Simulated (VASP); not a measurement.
Set up this calculation in VASP 6.6.1, as the native input.

```yaml
Task: single point
Functional: PBE
Potentials_or_basis: VASP PAW PBE potentials, release 64 (W_sv, C_h)
Cutoff: 1000 eV
k_mesh: 3 × 3 × 1
Occupations: fermi-dirac, width 0.1 eV
Spin: no spin polarisation
Dipole_correction: no
Further_INCAR_settings: LREAL = Auto; ALGO = Normal; EDIFF = 1e-06; NBANDS = 86; NELMDL = -8
```

The structure of WC lies in POSCAR:

```
WC
1.0
    5.6872001868      0.0000000000      0.0000000000
   -2.8436000934      4.9252598382      0.0000000000
    0.0000000000      0.0000000000     16.1894250000
W C
8 8
Direct
    0.0000000000      0.0000000000      0.0617687000
    0.0000000000      0.0000000000      0.2408782996
    0.0000000000      0.5000000000      0.0617687000
    0.0000000000      0.5000000000      0.2408782996
    0.5000000000      0.0000000000      0.0617687000
    0.5000000000      0.0000000000      0.2408782996
    0.5000000000      0.5000000000      0.0617687000
    0.5000000000      0.5000000000      0.2408782996
    0.3333333333      0.1666666667      0.1443941962
    0.3333333333      0.1666666667      0.3118278305
    0.3333333333      0.6666666667      0.1443941962
    0.3333333333      0.6666666667      0.3118278305
    0.8333333333      0.1666666667      0.1443941962
    0.8333333333      0.1666666667      0.3118278305
    0.8333333333      0.6666666667      0.1443941962
    0.8333333333      0.6666666667      0.3118278305
```

The input as run:

INCAR

```
ALGO     = Normal         # electronic algorithm
EDIFF    = 1E-6           # SCF threshold, eV
ENCUT    = 1000           # plane-wave cutoff, eV
GGA      = PE             # functional
GGA_COMPAT= F            
ISIF     = 2              # what is computed and relaxed
ISMEAR   = -1             # smearing method
LASPH    = T              # aspherical terms in the spheres
LCHARG   = F              # write CHGCAR
LREAL    = Auto         
LWAVE    = F              # write WAVECAR
NBANDS   = 86             # bands
NELM     = 120            # most SCF steps
NELMDL   = -8           
PREC     = Accurate       # precision mode
SIGMA    = 0.1            # smearing width, eV
```

KPOINTS

```
k-points
0
Gamma
  3 3 1
```

Potentials or basis: VASP PAW PBE potentials, release 64 (W_sv, C_h).

The run is started by

```console
$ cat potpaw_PBE.64/W_sv/POTCAR potpaw_PBE.64/C_h/POTCAR > POTCAR
$ mpirun -np 1 vasp_std > vasp.out
```

It gave:

| Property | Result |
| --- | --- |
| Largest force | 0.031 eV/Å |
| Band gap on the k mesh | zero (bands 72 and 73 overlap by 1.00 eV) |

Caveat: the k points lie up to 0.43 Å⁻¹ apart, too coarse for converged energies and pressures of a metal; there is no dipole correction, which matters where the two faces differ; spin-orbit coupling is left out, which moves the levels of the heavy elements.

It took 24 min on 1 thread of AMD EPYC 7R43 64-Core Processor (Zen 3), on a shared host, peak memory 1.2 GiB.
